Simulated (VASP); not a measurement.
The system is TiTe2.

```
Ti Te
1.0
     3.49095    0.00000    0.00000
     0.00000    4.16263    0.00000
     0.00000    0.00000    6.29878
Ti Te
1 2
Direct
  0.50000 0.50000 0.00000
  0.00000 0.00000 0.50000
  0.00000 0.00000 0.00000
```

The cell was built from a structure type or drawn by symmetry, and may not be a known phase.

- Program: VASP 6.6.1
- Task: relaxation of cell and atoms
- Functional: PBE
- Potentials or basis: VASP PAW PBE potentials, release 64 (Ti_sv, Te)
- Cutoff: 600 eV
- k mesh: 6 × 4 × 4
- Occupations: gaussian, width 0.1 eV
- Spin: no spin polarisation

At the start: pressure 0.6 GPa; volume 30.51 Å³/atom.

Problem. Where does the relaxation end?

Solution. Over 27 steps the energy falls by 52.9 meV/atom and the volume is 30.56 Å³/atom (+0.2 %); space group Pmmm (No. 47, to 0.1 Å) before and after.

Step by step:
```tsv
step	energy change (eV)	largest force (eV/Å)	pressure (GPa)	volume (Å³)
1	0.0000	0.0000	0.56	91.53
2	-0.0192	0.0000	-0.41	92.93
3	-0.0222	0.0000	-0.97	93.85
4	-0.0352	0.0000	-0.67	93.08
5	-0.0416	0.0000	-0.33	92.29
6	-0.0424	0.0000	-0.17	91.92
7	-0.0523	0.0000	0.27	91.33
8	-0.0566	0.0000	1.10	90.37
9	-0.0638	0.0000	0.83	91.08
10	-0.0735	0.0000	0.19	93.01
11	-0.0657	0.0000	-0.58	96.69
12	-0.0758	0.0000	-0.02	93.76
13	-0.0767	0.0000	-0.38	95.24
14	-0.0772	0.0000	-0.19	94.42
15	-0.0863	0.0000	-0.33	94.82
16	-0.1005	0.0000	-0.77	95.85
17	-0.1097	0.0000	-0.76	95.53
18	-0.1292	0.0000	-0.68	94.49
19	-0.1071	0.0000	-0.27	92.07
20	-0.1321	0.0000	-0.56	93.87
21	-0.1463	0.0000	-0.38	93.02
22	-0.1568	0.0000	-0.04	91.83
23	-0.1575	0.0000	0.11	91.40
24	-0.1575	0.0000	0.09	91.47
25	-0.1582	0.0000	0.00	91.65
26	-0.1586	0.0000	-0.13	91.92
27	-0.1587	0.0000	0.01	91.68
```

Final structure:
```cif
data_structure
_symmetry_space_group_name_H-M 'P 1'
_symmetry_Int_Tables_number 1
_cell_length_a 4.1673
_cell_length_b 3.4957
_cell_length_c 6.2933
_cell_angle_alpha 90.000
_cell_angle_beta 90.000
_cell_angle_gamma 90.000
_cell_volume 91.68
loop_
_atom_site_label
_atom_site_type_symbol
_atom_site_fract_x
_atom_site_fract_y
_atom_site_fract_z
_atom_site_occupancy
Ti1 Ti 0.50000 0.50000 0.00000 1
Te1 Te 0.00000 0.00000 0.50000 1
Te2 Te 0.00000 0.00000 0.00000 1
```

Caveat: the k points lie up to 0.45 Å⁻¹ apart in the final cell, too coarse for converged energies and pressures of a metal; a cell axis changed by over 15 % at a fixed basis, so the end point is rough.
